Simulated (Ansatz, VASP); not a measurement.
**Two plane-wave programs on SnO**

```xyz
4
Lattice="4.0956 0.0000 0.0000 0.0000 4.0956 0.0000 0.0000 0.0000 4.1675" Properties=species:S:1:pos:R:3 pbc="T T T"
Sn    0.0000    2.0478    0.9940
Sn    2.0478    0.0000    3.1736
O     0.0000    0.0000    0.0000
O     2.0478    2.0478    0.0000
```

Alike in both runs: task single point; functional PBE; dispersion D3(BJ); k mesh 14 × 14 × 12; occupations gaussian, width 0.15 eV; no spin polarisation.

|  | VASP | Ansatz |
| --- | --- | --- |
| version | VASP 6.6.1 | Ansatz 0.2.0 |
| potentials or method | VASP PAW PBE potentials, release 64 (Sn_d, O), cutoff 520 eV | scalar-relativistic, plane waves, PAW |
| valence electrons in the cell | 40 | 40 |

VASP gave:

* gap on the k mesh at the Fermi level (eV): 0.85
* least direct gap on the mesh (eV): 1.31
* pressure (GPa): -1.5
* traceless stress, the component that is largest in VASP (GPa): 6.36
* rms of the force components (eV/Å): 0.272

Question: Which values does Ansatz return?

Answer: gap on the k mesh at the Fermi level (eV): 0.86; least direct gap on the mesh (eV): 1.36; pressure (GPa): -1.8; traceless stress, the component that is largest in VASP (GPa): 6.49; rms of the force components (eV/Å): 0.244.

Atom by atom the forces differ by 0.028 eV/Å (rms over components).
